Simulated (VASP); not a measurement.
# YSc (P-6m2) in VASP: a series of runs

The runs below take YSc through single point, relaxation of cell and atoms, with LDA.

All numbers are computed with VASP 6.6.1; they aren't measurements. Logs are shortened: lines on timing, memory, paths and dates and some standing lists are left out, and cuts for length are marked.

### 1 The cell of the first run

The structure is hexagonal, space group P-6m2 (No. 187). Conventional cell: a = 3.400 Å, b = 3.400 Å, c = 5.250 Å, α = 90.00°, β = 90.00°, γ = 120.00°. Within 4.3 Å of Y (site symmetry -6m2) lie 6 Sc at 3.28 Å and 6 Y at 3.40 Å. Within 4.3 Å of Sc (site symmetry -6m2) lie 6 Y at 3.28 Å and 6 Sc at 3.40 Å.

### 2 Single point, LDA

Input file INCAR:

```
SYSTEM = YSc
ALGO = Normal
EDIFF = 1E-6
ENCUT = 520
GGA = CA
ISIF = 2
ISMEAR = 1
LASPH = .True.
LCHARG = .True.
LELF = .True.
LREAL = .False.
LVHAR = .True.
LWAVE = .False.
NBANDS = 18
NELM = 80
PREC = Accurate
SIGMA = 0.02
```

Input file KPOINTS:

```
k-points
0
Gamma
  7 7 4
  0 0 0
```

Input file POSCAR:

```
YSc
1.0
    3.4000408477      0.0000000000      0.0000000000
   -1.7000204238      2.9445217480      0.0000000000
    0.0000000000      0.0000000000      5.2503274899
Y Sc
1 1
Direct
    0.0000000000      0.0000000000      0.0000000000
    0.3333333333      0.6666666667      0.5000000000
```

Potentials or basis: VASP PAW LDA potentials, release 64 (Y_sv, Sc_sv).

Started as:

```console
$ cat potpaw_LDA.64/Y_sv/POTCAR potpaw_LDA.64/Sc_sv/POTCAR > POTCAR
$ mpirun -np 1 vasp_std > vasp.out
```

OUTCAR:

```text
SYSTEM = YSc
   EDIFF = 1E-6
   ENCUT = 520
   GGA = CA
   ISIF = 2
   ISMEAR = 1
   LASPH = .True.
   LREAL = .False.
   NELM = 80
   PREC = Accurate

 ion  position               nearest neighbor table
   1  0.000  0.000  0.000-   2 3.28   2 3.28   2 3.28   2 3.28   2 3.28   2 3.28
   2  0.333  0.667  0.500-   1 3.28   1 3.28   1 3.28   1 3.28   1 3.28   1 3.28

  LATTYP: Found a hexagonal cell.
 ALAT       =     3.4000408477
 C/A-ratio  =     1.5441954156

  Lattice vectors:

 A1 = (   3.4000408477,   0.0000000000,   0.0000000000)
 A2 = (  -1.7000204238,   2.9445217480,   0.0000000000)
 A3 = (   0.0000000000,   0.0000000000,   5.2503274899)

Analysis of symmetry for initial positions (statically):
=====================================================================
 Subroutine PRICEL returns:
 Original cell was already a primitive cell.

 Routine SETGRP: Setting up the symmetry group for a
 hexagonal supercell.

 Subroutine GETGRP returns: Found 12 space group operations
 (whereof 12 operations were pure point group operations)
 out of a pool of 24 trial point group operations.

The static configuration has the point symmetry D_3h.

Analysis of symmetry for dynamics (positions and initial velocities):
=====================================================================
 Subroutine PRICEL returns:
 Original cell was already a primitive cell.

 Routine SETGRP: Setting up the symmetry group for a
 hexagonal supercell.

 Subroutine GETGRP returns: Found 12 space group operations
 (whereof 12 operations were pure point group operations)
 out of a pool of 24 trial point group operations.

The dynamic configuration has the point symmetry D_3h.

 Subroutine INISYM returns: Found 12 space group operations
 (whereof 12 operations are pure point group operations),
 and found     1 'primitive' translations

----------------------------------------------------------------------------------------

                                     Primitive cell

  volume of cell :      52.5636

  direct lattice vectors                    reciprocal lattice vectors
     3.400040848  0.000000000  0.000000000     0.294114114  0.169806863  0.000000000
    -1.700020424  2.944521748  0.000000000     0.000000000  0.339613725  0.000000000
     0.000000000  0.000000000  5.250327490     0.000000000  0.000000000  0.190464309

  length of vectors
     3.400040848  3.400040848  5.250327490     0.339613725  0.339613725  0.190464309

  position of ions in fractional coordinates (direct lattice)
     0.000000000  0.000000000  0.000000000
     0.333333333  0.666666667  0.500000000

  ion indices of the primitive-cell ions
   primitive index   ion index
                 1           1
                 2           2

----------------------------------------------------------------------------------------

 KPOINTS: k-points

Automatic generation of k-mesh.
 Grid dimensions read from file:
 generate k-points for:    7    7    4

 Generating k-lattice:

  Cartesian coordinates                     Fractional coordinates (reciprocal lattice)
     0.042016302  0.024258123  0.000000000     0.142857143 -0.000000000  0.000000000
     0.000000000  0.048516246  0.000000000     0.000000000  0.142857143  0.000000000
     0.000000000  0.000000000  0.047616077     0.000000000  0.000000000  0.250000000

  Length of vectors
     0.048516246  0.048516246  0.047616077

  Shift w.r.t. Gamma in fractional coordinates (k-lattice)
     0.000000000  0.000000000  0.000000000

 Subroutine IBZKPT returns following result:
 ===========================================

 Found     24 irreducible k-points:

 Following reciprocal coordinates:
            Coordinates               Weight
  0.000000  0.000000  0.000000      1.000000
  0.142857 -0.000000  0.000000      6.000000
  0.285714  0.000000  0.000000      6.000000
  0.428571 -0.000000  0.000000      6.000000
  0.142857  0.142857  0.000000      6.000000
  0.285714  0.142857  0.000000     12.000000
[... 16 lines left out ...]
  0.428571  0.142857  0.500000      6.000000
  0.285714  0.285714  0.500000      6.000000
   k-points           NKPTS =     24   k-points in BZ     NKDIM =     24   number of bands    NBANDS=     18
   number of dos      NEDOS =    301   number of ions     NIONS =      2
   total plane-waves  NPLWV =  31360
   dimension x,y,z NGX =    28 NGY =   28 NGZ =   40
   dimension x,y,z NGXF=    56 NGYF=   56 NGZF=   80
   ions per type =               1   1
   NGX,Y,Z   is equivalent  to a cutoff of  13.69, 13.69, 12.67 a.u.
   NGXF,Y,Z  is equivalent  to a cutoff of  27.38, 27.38, 25.33 a.u.
 SYSTEM =  YSc
   PREC   = accura    normal or accurate (medium, high low for compatibility)
   ISTART =      0    job   : 0-new  1-cont  2-samecut
   ICHARG =      2    charge: 1-file 2-atom 10-const
   ISPIN  =      1    spin polarized calculation?
   LNONCOLLINEAR =      F non collinear calculations
   LSORBIT =      F    spin-orbit coupling
   LASPH  =      T    aspherical Exc in radial PAW
   ENCUT  =  520.0 eV  38.22 Ry    6.18 a.u.   6.32  6.32  9.76*2*pi/ulx,y,z
   NELM   =     80;   NELMIN=  2; NELMDL= -5     # of ELM steps
   EDIFF  = 0.1E-05   stopping-criterion for ELM
   LREAL  =      F    real-space projection
   EDIFFG = 0.1E-04   stopping-criterion for IOM
   NSW    =      0    number of steps for IOM
   IBRION =     -1    ionic relax: 0-MD 1-quasi-New 2-CG
   NFREE  =      0    steps in history (QN), initial steepest desc. (CG)
   ISIF   =      2    stress and relaxation
   ISYM   =      2    0-nonsym 1-usesym 2-fastsym
   POTIM  = 0.5000    time-step for ionic-motion
   TEBEG  =    0.0;   TEEND  =   0.0 temperature during run
   PSTRESS=    0.0 pullay stress
   NELECT =      22.0000    total number of electrons
   NUPDOWN=      -1.0000    fix difference up-down
   EMIN   =  10.00;   EMAX   =-10.00  energy-range for DOS
   EFERMI =   0.00;   METHOD = LEGACY
   ISMEAR =     1;   SIGMA  =   0.02  broadening in eV -4-tet -1-fermi 0-gaus
   EFERMI_NEDOS =   21; number of points for ismear=-14 and -15
   IALGO  =     38    algorithm
   IMIX   =      4    mixing-type and parameters
     AMIX     =   0.40;   BMIX     =  1.00
     AMIX_MAG =   1.60;   BMIX_MAG =  1.00
  volume/ion in A,a.u.               =      26.28       177.36
  Fermi-wavevector in a.u.,A,eV,Ry     =   1.224580  2.314121 20.403257  1.499597
  Thomas-Fermi vector in A             =   2.359650
   LORBIT       =      0    0 simple, 1 ext, 2 COOP (PROOUT), +10 PAW based schemes
   GGA     = CA    functional components
   LHFCALC =     F    Hartree Fock is set to
   AEXX    =    0.0000 exact exchange contribution
   IVDW    =     0    specifies the selected vdW correction
   LEPSILON=     F    determine dielectric tensor
   LRPA    =     F    only Hartree local field effects (RPA)
 non-spin polarized calculation
 Methfessel and Paxton  Order N= 1 SIGMA  =   0.02
  energy-cutoff  :      520.00
  volume of cell :       52.56
 maximum number of plane-waves:      1436
 NGX is ok and might be reduce to    28
   NGX = 13   NGY = 13   NGZ = 19

 number of electron      22.0000001 magnetization

 Free energy of the ion-electron system (eV)
  ---------------------------------------------------
  ext. energy  EPLUGINS =         0.00000000
  ---------------------------------------------------
  free energy    TOTEN  =       -13.58377575 eV

  energy without entropy =      -13.58369368  energy(sigma->0) =      -13.58374839

 E-fermi :   3.6280     XC(G=0): -10.2224

 val. band max:        3.6191186414   @ k =   0.4286  -0.0000   0.2500
 cond. band min:       3.6451100523   @ k =   0.4286  -0.0000   0.5000
 fundamental gap:      0.0259914108
 Fermi energy:         3.6279926904

 k-point     1 :       0.0000    0.0000    0.0000
  band No.  band energies     occupation
      1     -45.2882      2.00000
      2     -38.4023      2.00000
      3     -24.3023      2.00000
      4     -24.1502      2.00000
      5     -24.1502      2.00000
      6     -18.5631      2.00000
[... 10 lines left out ...]
     17       5.9499      0.00000
     18       5.9499      0.00000

 k-point     2 :       0.1429   -0.0000    0.0000
  band No.  band energies     occupation
      1     -45.2834      2.00000
      2     -38.3862      2.00000
      3     -24.2942      2.00000
      4     -24.1906      2.00000
      5     -24.1598      2.00000
      6     -18.5461      2.00000
[... 10 lines left out ...]
     17       6.0974      0.00000
     18       6.4084      0.00000

 k-point     3 :       0.2857    0.0000    0.0000
  band No.  band energies     occupation
      1     -45.2726      2.00000
      2     -38.3496      2.00000
      3     -24.2804      2.00000
      4     -24.2759      2.00000
      5     -24.1814      2.00000
      6     -18.6525      2.00000
[... 10 lines left out ...]
     17       6.8730      0.00000
     18       7.7247      0.00000

 k-point     4 :       0.4286   -0.0000    0.0000
  band No.  band energies     occupation
      1     -45.2639      2.00000
      2     -38.3200      2.00000
      3     -24.3514      2.00000
      4     -24.2613      2.00000
      5     -24.1986      2.00000
      6     -18.8921      2.00000
[... 375 lines left out ...]
      4     -24.2657      2.00000
      5     -24.2120      2.00000
      6     -18.7725      2.00000
[... 10 lines left out ...]
     17       7.5284      0.00000
     18       8.0608      0.00000

 k-point    23 :       0.4286    0.1429    0.5000
  band No.  band energies     occupation
      1     -45.2614      2.00000
      2     -38.3117      2.00000
      3     -24.3524      2.00000
      4     -24.2615      2.00000
      5     -24.2263      2.00000
      6     -18.8714      2.00000
[... 10 lines left out ...]
     17       7.3951      0.00000
     18       8.1124      0.00000

 k-point    24 :       0.2857    0.2857    0.5000
  band No.  band energies     occupation
      1     -45.2604      2.00000
      2     -38.3080      2.00000
      3     -24.3234      2.00000
      4     -24.2669      2.00000
      5     -24.2603      2.00000
      6     -18.7767      2.00000
[... 10 lines left out ...]
     17       7.3379      0.00000
     18       8.4952      0.00000

------------------------ aborting loop because EDIFF is reached ----------------------------------------

  FORCE on cell =-STRESS in cart. coord.  units (eV):
  Direction    XX          YY          ZZ          XY          YZ          ZX
  --------------------------------------------------------------------------------------
  -------------------------------------------------------------------------------------
  Total       -0.0224313     -0.0224313     -0.0233599     -0.0000000     -0.0000000      0.0000000
  in kB       -0.6837226     -0.6837226     -0.7120265     -0.0000000     -0.0000000      0.0000000
  external PRESSURE =      -0.6931573 kB  Pullay stress =       0.0000000 kB

 VOLUME and BASIS-vectors are now :
 -----------------------------------------------------------------------------
  energy-cutoff  :      520.00
  volume of cell :       52.56
      direct lattice vectors                 reciprocal lattice vectors
     3.400040848  0.000000000  0.000000000     0.294114114  0.169806863  0.000000000
    -1.700020424  2.944521748  0.000000000     0.000000000  0.339613725  0.000000000
     0.000000000  0.000000000  5.250327490     0.000000000  0.000000000  0.190464309

 POSITION                                       TOTAL-FORCE (eV/Angst)
 -----------------------------------------------------------------------------------
      0.00000      0.00000      0.00000        -0.000000      0.000000      0.000000
     -0.00000      1.96301      2.62516         0.000000      0.000000      0.000000
 -----------------------------------------------------------------------------------
    total drift:                                0.000000     -0.000000     -0.000000

  FREE ENERGIE OF THE ION-ELECTRON SYSTEM (eV)
  ---------------------------------------------------
  free  energy   TOTEN  =       -13.5837757534 eV

  energy  without entropy=      -13.5836936756  energy(sigma->0) =      -13.58374839
```

Wall time 16 s (1 thread of Intel Xeon Platinum 8488C (Sapphire Rapids), shared host); peak memory 0.18 GiB.

Results:

```yaml
Free_energy: -13.5838 eV
Pressure: -0.1 GPa
Band_gap_on_the_k_mesh: zero (band 11 reaches 4.81 eV, above the bottom of band 12 at 3.13 eV)
```

Levels at points of the mesh, in eV from the Fermi level:
```csv
k point,band 8,band 9,band 10,band 11,band 12,band 13,band 14,band 15
"(0.00, 0.00, 0.00)",-21.82,-5.04,-1.96,1.18,1.47,1.47,1.92,2.24
"(0.00, 0.00, 0.50)",-21.82,-3.49,-3.32,0.89,1.00,1.34,1.34,1.50
```

### 3 Relaxation of cell and atoms, LDA

This run uses another cell than the first one, of 29.00 Å³/atom, 1.103 times its volume.

Input file INCAR:

```
ALGO = Normal
EDIFF = 1E-6
EDIFFG = -0.01
ENCUT = 600
GGA = CA
IBRION = 2
ISIF = 3
ISMEAR = 1
LASPH = T
LCHARG = F
LREAL = F
LWAVE = F
NELM = 100
NSW = 60
PREC = Accurate
SIGMA = 0.02
```

Input file KPOINTS:

```
k-points
0
Gamma
  7 7 4
```

Input file POSCAR:

```
YSc
1.0
    3.5201660000      0.0000000000      0.0000000000
   -1.7600830000      3.0485530000      0.0000000000
    0.0000000000      0.0000000000      5.4041160000
Y Sc
1 1
Direct
    0.0000000000      0.0000000000      0.0000000000
    0.3333333333      0.6666666667      0.5000000000
```

Potentials or basis: VASP PAW LDA potentials, release 64 (Y_sv, Sc_sv).

Started as:

```console
$ cat potpaw_LDA.64/Y_sv/POTCAR potpaw_LDA.64/Sc_sv/POTCAR > POTCAR
$ mpirun -np 1 vasp_std > vasp.out
```

Run time: 76 s. Hardware: 1 thread of Intel Xeon Platinum 8488C (Sapphire Rapids), shared host; peak memory 0.19 GiB.

The run converged. Its results:

```yaml
Free_energy: -13.5841 eV
Relaxed_volume: 26.26 Å³/atom
Relaxed_cell: a = 3.399 Å, b = 3.399 Å, c = 5.249 Å, α = 90.00°, β = 90.00°, γ = 120.00°
Space_group_after_relaxing_to_0.05_Å: P-6m2 (No. 187)
Energy_gained_by_relaxing: 41.4 meV/atom
Ionic_steps: 7
Pressure_after_relaxing: 0.0 GPa
Band_gap_on_the_k_mesh: zero (band 11 reaches 4.82 eV, above the bottom of band 12 at 3.13 eV)
```

The path:
```
step  energy change (eV)  largest force (eV/Å)  pressure (GPa)  volume (Å³)
   1              0.0000                0.0000           -4.50        57.99
   2             -0.0787                0.0000            1.21        51.43
   3             -0.0827                0.0000            0.01        52.52
   4             -0.0826                0.0000           -0.10        52.63
   5             -0.0827                0.0000           -0.10        52.63
   6             -0.0827                0.0000           -0.10        52.63
   7             -0.0827                0.0000            0.01        52.52
```

Final structure:
```cif
data_structure
_symmetry_space_group_name_H-M 'P 1'
_symmetry_Int_Tables_number 1
_cell_length_a 3.3990
_cell_length_b 3.3990
_cell_length_c 5.2489
_cell_angle_alpha 90.000
_cell_angle_beta 90.000
_cell_angle_gamma 120.000
_cell_volume 52.52
loop_
_atom_site_label
_atom_site_type_symbol
_atom_site_fract_x
_atom_site_fract_y
_atom_site_fract_z
_atom_site_occupancy
Y1 Y 0.00000 0.00000 0.00000 1
Sc1 Sc 0.33333 0.66667 0.50000 1
```

Levels at points of the mesh, in eV from the Fermi level:
| k point | band 7 | band 8 | band 9 | band 10 | band 11 | band 12 | band 13 | band 14 | band 15 |
| --- | --- | --- | --- | --- | --- | --- | --- | --- | --- |
| (0.00, 0.00, 0.00) | -21.82 | -21.82 | -5.04 | -1.96 | 1.19 | 1.47 | 1.47 | 1.92 | 2.24 |
| (0.00, 0.00, 0.50) | -21.82 | -21.82 | -3.49 | -3.32 | 0.89 | 1.00 | 1.34 | 1.34 | 1.50 |
